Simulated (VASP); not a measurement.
Wanted: the native input for a VASP 6.6.1 run.

```yaml
Task: relaxation of the atoms
Functional: PBE
Potentials_or_basis: VASP PAW PBE potentials, release 64 (Ga_d, N)
Cutoff: 520 eV
k_mesh: 12 × 12 × 12
Occupations: fermi-dirac, width 0.02 eV
Spin: no spin polarisation
Dipole_correction: no
Further_INCAR_settings: ALGO = Normal; EDIFF = 1e-06; IBRION = 2; EDIFFG = -0.02; NSW = 80
```

The structure of GaN lies in POSCAR:

```
GaN
1.0
    0.0000000000      1.9925000000      1.9925000000
    1.9925000000      0.0000000000      1.9925000000
    1.9925000000      1.9925000000      0.0000000000
Ga N
1 1
Direct
    0.5000000000      0.5000000000      0.5000000000
    0.0000000000      0.0000000000      0.0000000000
```

The input as run:

INCAR

```
SYSTEM = GaN
  ALGO = Normal
  EDIFF = 1E-6
  EDIFFG = -0.02
  ENCUT = 520
  GGA = PE
  IBRION = 2
  ISIF = 2
  ISMEAR = -1
  LASPH = .TRUE.
  LCHARG = .FALSE.
  LREAL = .FALSE.
  LWAVE = .FALSE.
  NELM = 60
  NSW = 80
  PREC = Accurate
  SIGMA = 0.02
```

KPOINTS

```
k-points
0
G
  12 12 12
  0 0 0
```

Potentials or basis: VASP PAW PBE potentials, release 64 (Ga_d, N).

Run with:

```sh
$ cat potpaw_PBE.64/Ga_d/POTCAR potpaw_PBE.64/N/POTCAR > POTCAR
$ mpirun -np 1 vasp_std > vasp.out
```

Results of the run:

| Quantity | Value |
| --- | --- |
| Pressure after relaxing | 70.2 GPa |
| Band gap on the k mesh | 1.81 eV, indirect (least direct gap 5.21 eV) |

Caveat: the relaxation stopped at its first step, so nothing moved.

Wall time 6.5 s on 1 thread of Intel(R) Xeon(R) 6975P-C (Granite Rapids), with other jobs on the host, peak memory 0.15 GiB.
